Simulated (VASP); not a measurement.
# ZnS7 (P4mm) in VASP: a series of runs

Runs on ZnS7. Level: PBE. Tasks: single point.

Program: VASP 6.6.1. These are calculated values, not measurements. Logs are shortened: lines on timing, memory, paths and dates and some standing lists are left out, and cuts for length are marked.

## 1. The cell of the first run

Symmetry: P4mm, No. 99, tetragonal system. The conventional cell has a = 4.731 Å, b = 4.731 Å, c = 7.972 Å, α = 90.00°, β = 90.00°, γ = 90.00°. Within 3.2 Å of Zn (site symmetry 4mm) lie 4 S at 2.40 Å. S (site symmetry 2mm) has 2 Zn at 2.40 Å and 2 S at 2.42 Å within 3.2 Å. Within 2.9 Å of S (site symmetry m) lie 4 S at 2.18 to 2.55 Å. S (site symmetry 4mm) has 4 S at 2.42 Å within 3.2 Å.

The cell was built from a structure type or drawn by symmetry, and may not be a known phase.

## 2. Single point, PBE

INCAR

```
SYSTEM = ZnS7
PREC     = Accurate       ! precision mode
ENCUT    = 520            ! plane-wave cutoff, eV
EDIFF    = 1E-6           ! SCF threshold, eV
ISMEAR   = 0              ! smearing method
SIGMA    = 0.2            ! smearing width, eV
LREAL    = .False.        ! projectors in reciprocal space
LASPH    = .True.         ! aspherical terms in the spheres
NELM     = 60             ! most SCF steps
ALGO     = Normal         ! electronic algorithm
ISIF     = 2              ! what is computed and relaxed
LWAVE    = .False.        ! write WAVECAR
LCHARG   = .True.         ! write CHGCAR
GGA      = PE             ! functional
LELF     = .True.         ! ELF
LVHAR    = .True.       
NBANDS   = 37             ! bands
```

KPOINTS

```
regular mesh
0
Gamma
  3 3 3
  0 0 0
```

POSCAR

```
ZnS7
1.0
    4.7307180512      0.0000000000      0.0000000000
    0.0000000000      4.7307180512      0.0000000000
    0.0000000000      0.0000000000      7.9718399421
Zn S
1 7
Direct
    0.0000000000      0.0000000000      0.4607831299
    0.5000000000      0.0000000000      0.5106553334
    0.0000000000      0.5000000000      0.5106553334
    0.2697909446      0.2697909446      0.0365726382
    0.7302090554      0.7302090554      0.0365726382
    0.7302090554      0.2697909446      0.0365726382
    0.2697909446      0.7302090554      0.0365726382
    0.5000000000      0.5000000000      0.5761535706
```

Potentials or basis: VASP PAW PBE potentials, release 64 (Zn, S).

Started as:

```console
$ cat potpaw_PBE.64/Zn/POTCAR potpaw_PBE.64/S/POTCAR > POTCAR
$ mpirun -np 1 vasp_std > vasp.out
```

OUTCAR:

```text
SYSTEM = ZnS7
   PREC = Accurate
   ENCUT = 520
   EDIFF = 1E-6
   ISMEAR = 0
   LREAL = .False.
   LASPH = .True.
   NELM = 60
   ISIF = 2
   GGA = PE

 ion  position               nearest neighbor table
   1  0.000  0.000  0.461-   2 2.40   3 2.40   3 2.40   2 2.40
   2  0.500  0.000  0.511-   1 2.40   1 2.40   8 2.42   8 2.42
   3  0.000  0.500  0.511-   1 2.40   1 2.40   8 2.42   8 2.42
   4  0.270  0.270  0.037-   6 2.18   7 2.18   7 2.55   6 2.55
   5  0.730  0.730  0.037-   6 2.18   7 2.18   7 2.55   6 2.55
   6  0.730  0.270  0.037-   4 2.18   5 2.18   4 2.55   5 2.55
   7  0.270  0.730  0.037-   4 2.18   5 2.18   4 2.55   5 2.55
   8  0.500  0.500  0.576-   2 2.42   3 2.42   2 2.42   3 2.42

  LATTYP: Found a simple tetragonal cell.
 ALAT       =     4.7307180512
 C/A-ratio  =     1.6851226084

  Lattice vectors:

 A1 = (   4.7307180512,   0.0000000000,   0.0000000000)
 A2 = (   0.0000000000,   4.7307180512,   0.0000000000)
 A3 = (   0.0000000000,   0.0000000000,   7.9718399421)

Analysis of symmetry for initial positions (statically):
=====================================================================
 Subroutine PRICEL returns:
 Original cell was already a primitive cell.

 Routine SETGRP: Setting up the symmetry group for a
 simple tetragonal supercell.

 Subroutine GETGRP returns: Found  8 space group operations
 (whereof  8 operations were pure point group operations)
 out of a pool of 16 trial point group operations.

The static configuration has the point symmetry C_4v.

Analysis of symmetry for dynamics (positions and initial velocities):
=====================================================================
 Subroutine PRICEL returns:
 Original cell was already a primitive cell.

 Routine SETGRP: Setting up the symmetry group for a
 simple tetragonal supercell.

 Subroutine GETGRP returns: Found  8 space group operations
 (whereof  8 operations were pure point group operations)
 out of a pool of 16 trial point group operations.

The dynamic configuration has the point symmetry C_4v.

 Subroutine INISYM returns: Found  8 space group operations
 (whereof  8 operations are pure point group operations),
 and found     1 'primitive' translations

----------------------------------------------------------------------------------------

                                     Primitive cell

  volume of cell :     178.4073

  direct lattice vectors                    reciprocal lattice vectors
     4.730718051  0.000000000  0.000000000     0.211384401  0.000000000  0.000000000
     0.000000000  4.730718051  0.000000000     0.000000000  0.211384401  0.000000000
     0.000000000  0.000000000  7.971839942     0.000000000  0.000000000  0.125441555

  length of vectors
     4.730718051  4.730718051  7.971839942     0.211384401  0.211384401  0.125441555

  position of ions in fractional coordinates (direct lattice)
     0.000000000  0.000000000  0.460783130
     0.500000000  0.000000000  0.510655333
     0.000000000  0.500000000  0.510655333
     0.269790945  0.269790945  0.036572638
     0.730209055  0.730209055  0.036572638
     0.730209055  0.269790945  0.036572638
     0.269790945  0.730209055  0.036572638
     0.500000000  0.500000000  0.576153571

  ion indices of the primitive-cell ions
   primitive index   ion index
                 1           1
                 2           2
                 3           3
                 4           4
                 5           5
                 6           6
                 7           7
                 8           8

----------------------------------------------------------------------------------------

 KPOINTS: regular mesh

Automatic generation of k-mesh.
 Grid dimensions read from file:
 generate k-points for:    3    3    3

 Generating k-lattice:

  Cartesian coordinates                     Fractional coordinates (reciprocal lattice)
     0.070461467  0.000000000  0.000000000     0.333333333  0.000000000  0.000000000
     0.000000000  0.070461467  0.000000000     0.000000000  0.333333333  0.000000000
     0.000000000  0.000000000  0.041813852     0.000000000  0.000000000  0.333333333

  Length of vectors
     0.070461467  0.070461467  0.041813852

  Shift w.r.t. Gamma in fractional coordinates (k-lattice)
     0.000000000  0.000000000  0.000000000

 Subroutine IBZKPT returns following result:
 ===========================================

 Found      6 irreducible k-points:

 Following reciprocal coordinates:
            Coordinates               Weight
  0.000000  0.000000  0.000000      1.000000
  0.333333  0.000000  0.000000      4.000000
  0.333333  0.333333  0.000000      4.000000
  0.000000  0.000000  0.333333      2.000000
  0.333333  0.000000  0.333333      8.000000
  0.333333  0.333333  0.333333      8.000000
   k-points           NKPTS =      6   k-points in BZ     NKDIM =      6   number of bands    NBANDS=     37
   number of dos      NEDOS =    301   number of ions     NIONS =      8
   total plane-waves  NPLWV =  77760
   dimension x,y,z NGX =    36 NGY =   36 NGZ =   60
   dimension x,y,z NGXF=    72 NGYF=   72 NGZF=  120
   ions per type =               1   7
   NGX,Y,Z   is equivalent  to a cutoff of  12.65, 12.65, 12.51 a.u.
   NGXF,Y,Z  is equivalent  to a cutoff of  25.30, 25.30, 25.02 a.u.
 SYSTEM =  ZnS7
   PREC   = accura    normal or accurate (medium, high low for compatibility)
   ISTART =      0    job   : 0-new  1-cont  2-samecut
   ICHARG =      2    charge: 1-file 2-atom 10-const
   ISPIN  =      1    spin polarized calculation?
   LNONCOLLINEAR =      F non collinear calculations
   LSORBIT =      F    spin-orbit coupling
   LASPH  =      T    aspherical Exc in radial PAW
   ENCUT  =  520.0 eV  38.22 Ry    6.18 a.u.   8.80  8.80 14.82*2*pi/ulx,y,z
   NELM   =     60;   NELMIN=  2; NELMDL= -5     # of ELM steps
   EDIFF  = 0.1E-05   stopping-criterion for ELM
   LREAL  =      F    real-space projection
   EDIFFG = 0.1E-04   stopping-criterion for IOM
   NSW    =      0    number of steps for IOM
   IBRION =     -1    ionic relax: 0-MD 1-quasi-New 2-CG
   NFREE  =      0    steps in history (QN), initial steepest desc. (CG)
   ISIF   =      2    stress and relaxation
   ISYM   =      2    0-nonsym 1-usesym 2-fastsym
   POTIM  = 0.5000    time-step for ionic-motion
   TEBEG  =    0.0;   TEEND  =   0.0 temperature during run
   PSTRESS=    0.0 pullay stress
   NELECT =      54.0000    total number of electrons
   NUPDOWN=      -1.0000    fix difference up-down
   EMIN   =  10.00;   EMAX   =-10.00  energy-range for DOS
   EFERMI =   0.00;   METHOD = LEGACY
   ISMEAR =     0;   SIGMA  =   0.20  broadening in eV -4-tet -1-fermi 0-gaus
   EFERMI_NEDOS =   21; number of points for ismear=-14 and -15
   IALGO  =     38    algorithm
   IMIX   =      4    mixing-type and parameters
     AMIX     =   0.40;   BMIX     =  1.00
     AMIX_MAG =   1.60;   BMIX_MAG =  1.00
  volume/ion in A,a.u.               =      22.30       150.49
  Fermi-wavevector in a.u.,A,eV,Ry     =   1.099179  2.077148 16.438491  1.208195
  Thomas-Fermi vector in A             =   2.235569
   LORBIT       =      0    0 simple, 1 ext, 2 COOP (PROOUT), +10 PAW based schemes
   GGA     = PE    functional components
   LHFCALC =     F    Hartree Fock is set to
   AEXX    =    0.0000 exact exchange contribution
   IVDW    =     0    specifies the selected vdW correction
   LEPSILON=     F    determine dielectric tensor
   LRPA    =     F    only Hartree local field effects (RPA)
 non-spin polarized calculation
 Gauss-broadening in eV      SIGMA  =   0.20
  energy-cutoff  :      520.00
  volume of cell :      178.41
 maximum number of plane-waves:      4818
 NGX is ok and might be reduce to    36
   NGX = 17   NGY = 17   NGZ = 29

 number of electron      53.9999997 magnetization

 Free energy of the ion-electron system (eV)
  ---------------------------------------------------
  ext. energy  EPLUGINS =         0.00000000
  ---------------------------------------------------
  free energy    TOTEN  =       -28.10988970 eV

  energy without entropy =      -28.01725827  energy(sigma->0) =      -28.06357398

 E-fermi :   3.2195     XC(G=0):  -8.9151

 val. band max:        3.1241786594   @ k =   0.3333   0.3333   0.3333
 cond. band min:       3.2207718505   @ k =   0.3333   0.0000   0.0000
 fundamental gap:      0.0965931911
 Fermi energy:         3.2194876242

 k-point     1 :       0.0000    0.0000    0.0000
  band No.  band energies     occupation
      1     -14.1909      2.00000
      2     -11.8663      2.00000
      3      -9.7968      2.00000
      4      -9.7968      2.00000
      5      -8.6315      2.00000
      6      -6.7085      2.00000
[... 29 lines left out ...]
     36       8.6616      0.00000
     37       8.8258      0.00000

 k-point     2 :       0.3333    0.0000    0.0000
  band No.  band energies     occupation
      1     -13.7089      2.00000
      2     -11.3975      2.00000
      3     -11.2829      2.00000
      4      -9.3411      2.00000
      5      -9.3383      2.00000
      6      -7.1850      2.00000
[... 29 lines left out ...]
     36       8.9351      0.00000
     37       9.4021      0.00000

 k-point     3 :       0.3333    0.3333    0.0000
  band No.  band energies     occupation
      1     -13.2314      2.00000
      2     -10.8788      2.00000
      3     -10.8095      2.00000
      4     -10.8037      2.00000
      5      -9.3115      2.00000
      6      -8.4999      2.00000
[... 29 lines left out ...]
     36       8.6251      0.00000
     37       9.9990      0.00000

 k-point     4 :       0.0000    0.0000    0.3333
  band No.  band energies     occupation
      1     -14.1902      2.00000
      2     -11.8691      2.00000
      3      -9.7967      2.00000
      4      -9.7967      2.00000
      5      -8.6312      2.00000
      6      -6.7017      2.00000
[... 29 lines left out ...]
     36       8.4343      0.00000
     37       8.8436      0.00000

 k-point     5 :       0.3333    0.0000    0.3333
  band No.  band energies     occupation
      1     -13.7081      2.00000
      2     -11.4004      2.00000
      3     -11.2819      2.00000
      4      -9.3429      2.00000
      5      -9.3383      2.00000
      6      -7.1825      2.00000
[... 29 lines left out ...]
     36       8.9552      0.00000
     37       9.2720      0.00000

 k-point     6 :       0.3333    0.3333    0.3333
  band No.  band energies     occupation
      1     -13.2308      2.00000
      2     -10.8816      2.00000
      3     -10.8085      2.00000
      4     -10.8028      2.00000
      5      -9.3136      2.00000
      6      -8.5007      2.00000
[... 29 lines left out ...]
     36       9.3264      0.00000
     37      10.3561      0.00000

------------------------ aborting loop because EDIFF is reached ----------------------------------------

  FORCE on cell =-STRESS in cart. coord.  units (eV):
  Direction    XX          YY          ZZ          XY          YZ          ZX
  --------------------------------------------------------------------------------------
  -------------------------------------------------------------------------------------
  Total        0.1666688      0.1666688      0.5232786      0.0000000      0.0000000     -0.0000000
  in kB        1.4967604      1.4967604      4.6992745      0.0000000      0.0000000     -0.0000000
  external PRESSURE =       2.5642651 kB  Pullay stress =       0.0000000 kB

 VOLUME and BASIS-vectors are now :
 -----------------------------------------------------------------------------
  energy-cutoff  :      520.00
  volume of cell :      178.41
      direct lattice vectors                 reciprocal lattice vectors
     4.730718051  0.000000000  0.000000000     0.211384401  0.000000000  0.000000000
     0.000000000  4.730718051  0.000000000     0.000000000  0.211384401  0.000000000
     0.000000000  0.000000000  7.971839942     0.000000000  0.000000000  0.125441555

 POSITION                                       TOTAL-FORCE (eV/Angst)
 -----------------------------------------------------------------------------------
      0.00000      0.00000      3.67329         0.000000      0.000000     -0.070508
      2.36536      0.00000      4.07086         0.000000      0.000000      0.049159
      0.00000      2.36536      4.07086         0.000000      0.000000      0.049159
      1.27630      1.27630      0.29155         0.057047      0.057047     -0.000247
      3.45441      3.45441      0.29155        -0.057047     -0.057047     -0.000247
      3.45441      1.27630      0.29155        -0.057047      0.057047     -0.000247
      1.27630      3.45441      0.29155         0.057047     -0.057047     -0.000247
      2.36536      2.36536      4.59300         0.000000      0.000000     -0.026820
 -----------------------------------------------------------------------------------
    total drift:                               -0.000000      0.000000     -0.003007

  FREE ENERGIE OF THE ION-ELECTRON SYSTEM (eV)
  ---------------------------------------------------
  free  energy   TOTEN  =       -28.1098897017 eV

  energy  without entropy=      -28.0172582663  energy(sigma->0) =      -28.06357398
```

Wall time 36 s (1 thread of Intel Xeon Platinum 8259CL at 2.50GHz (Skylake/Cascade Lake), shared host); peak memory 0.26 GiB.

Results:

* Free energy: -28.1099 eV
* Pressure: 0.3 GPa
* Largest force: 0.081 eV/Å
* Band gap on the k mesh: zero (bands 27 and 28 overlap by 1.15 eV)

Forces on the atoms (eV/Å):
```
Zn   0.000  0.000 -0.071
S    0.000  0.000  0.049
S    0.000  0.000  0.049
S    0.057  0.057  0.000
S   -0.057 -0.057  0.000
S   -0.057  0.057  0.000
S    0.057 -0.057  0.000
S    0.000  0.000 -0.027
```

Levels at points of the mesh, in eV from the Fermi level:
| k point | band 24 | band 25 | band 26 | band 27 | band 28 | band 29 |
| --- | --- | --- | --- | --- | --- | --- |
| (0.00, 0.00, 0.00) | -1.84 | -1.04 | -0.83 | 1.05 | 1.27 | 3.40 |

Caveat: the k points lie up to 0.44 Å⁻¹ apart, too coarse for converged energies and pressures of a metal.

[end of part 1 of 2]
